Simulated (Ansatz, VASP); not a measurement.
# One calculation of Si3C2, two programs

```
Si C
1.0
     4.14517    0.00000    0.00000
    -2.07259    3.58982    0.00000
     0.00000    0.00000    5.67014
Si C
3 2
Cartesian
  0.9426 0.0000 0.0000
  -0.4713 0.8163 0.0000
  1.6013 2.7735 0.0000
  0.0000 2.3932 2.8351
  2.0726 1.1966 2.8351
```

Alike in both runs: task single point; functional PBE; k mesh 6 × 6 × 4; occupations gaussian, width 0.1 eV; no spin polarisation.

```csv
,VASP,Ansatz
version,VASP 6.6.1,Ansatz 0.2.0
potentials or method,"VASP PAW PBE potentials, release 64 (Si, C), cutoff 520 eV","scalar-relativistic, plane waves, PAW"
valence electrons in the cell,20,20
```

|  | VASP | Ansatz | Ansatz less VASP |
| --- | --- | --- | --- |
| gap on the k mesh at the Fermi level (eV) | none | none | - |
| rms of the force components (eV/Å) | 18.801 | 19.067 | +0.2656 |

Atom by atom the forces differ by 0.266 eV/Å (rms over components). A gap of «none» marks a metal or a gap that the smearing closes. With one functional, cell and mesh, what is left measures potentials, basis and numerics.
